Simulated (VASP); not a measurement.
Co: single point with PBE+D3(BJ)

Co:

```xyz
2
Lattice="2.4689 0.0000 0.0000 -1.2344 2.1381 0.0000 0.0000 0.0000 3.9922" Properties=species:S:1:pos:R:3 pbc="T T T"
Co    0.0000    1.4254    0.9981
Co    1.2344    0.7127    2.9942
```

* Program: VASP 6.6.1
* Task: single point
* Functional: PBE
* Dispersion: D3(BJ)
* Potentials or basis: VASP PAW PBE potentials, release 64 (Co)
* Cutoff: 520 eV
* k mesh: 21 × 21 × 10
* Occupations: gaussian, width 0.1 eV
* Spin: collinear spin, ferromagnetic start
* Starting moments: [1.76, 1.76] μB

```yaml
Pressure: -1.0 GPa
Net_moment: 3.14 μB per cell
Site_moments: Co +1.59 μB
Valence_electrons_inside_the_program's_atomic_spheres: Co 8.33
Dispersion_energy_per_atom: -0.430 eV
```

Stress tensor (GPa, compression positive):
```
-0.91  0.00  0.00
 0.00 -0.91  0.00
 0.00  0.00 -1.08
```

Levels at points of the mesh, in eV from the Fermi level:
Spin up:
| k point | band 9 | band 10 | band 11 | band 12 | band 13 | band 14 |
| --- | --- | --- | --- | --- | --- | --- |
| (0.00, 0.00, 0.00) | -1.93 | -0.78 | -0.78 | -0.08 | 6.63 | 22.23 |
| (0.00, 0.00, 0.50) | -1.10 | -1.10 | -1.10 | -1.10 | 15.38 | 15.38 |
Spin down:
```
           k point  band 5  band 6  band 7  band 8  band 9  band 10
(0.00, 0.00, 0.00)   -1.02   -0.63   -0.63   -0.19   -0.19    -0.14
(0.00, 0.00, 0.50)   -1.08   -1.08   -1.08   -1.08    0.72     0.72
```

Wall time 2.2 min on 1 thread of Intel Xeon 6975P-C, on a shared host, peak memory 0.28 GiB.

Caveat: pairwise dispersion overbinds metals, which lowers pressure and volume.
